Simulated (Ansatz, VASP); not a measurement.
One calculation of GaSb, two programs

```
Ga Sb
1.0
     0.00000    3.43378    2.42769
     3.43378    0.00000    2.42769
     3.43378    3.43378    0.00000
Ga Sb
1 1
Direct
  0.00000 0.00000 0.00000
  0.75000 0.75000 0.75000
```

Alike in both runs: task single point; functional PBE; k mesh 16 × 16 × 16; occupations gaussian, width 0.15 eV; no spin polarisation.

```csv
,VASP,Ansatz
version,VASP 6.6.1,Ansatz 0.2.0
potentials or method,"VASP PAW PBE potentials, release 64 (Ga_d, Sb), cutoff 520 eV","scalar-relativistic, plane waves, PAW"
valence electrons in the cell,18,28
```

Ansatz gave:

```
gap on the k mesh at the Fermi level (eV)                     : none
pressure (GPa)                                                : 0.3
traceless stress, the component that is largest in VASP (GPa) : 3.20
```

Task: What did VASP give for the same quantities?

Result: gap on the k mesh at the Fermi level (eV): none; pressure (GPa): 0.4; traceless stress, the component that is largest in VASP (GPa): 3.16.

A gap of «none» marks a metal or a gap that the smearing closes. VASP's potentials hold 18 valence electrons a cell and Ansatz's 28, so a difference there can come from the potentials and not from the codes.

Spin-orbit coupling is off throughout.
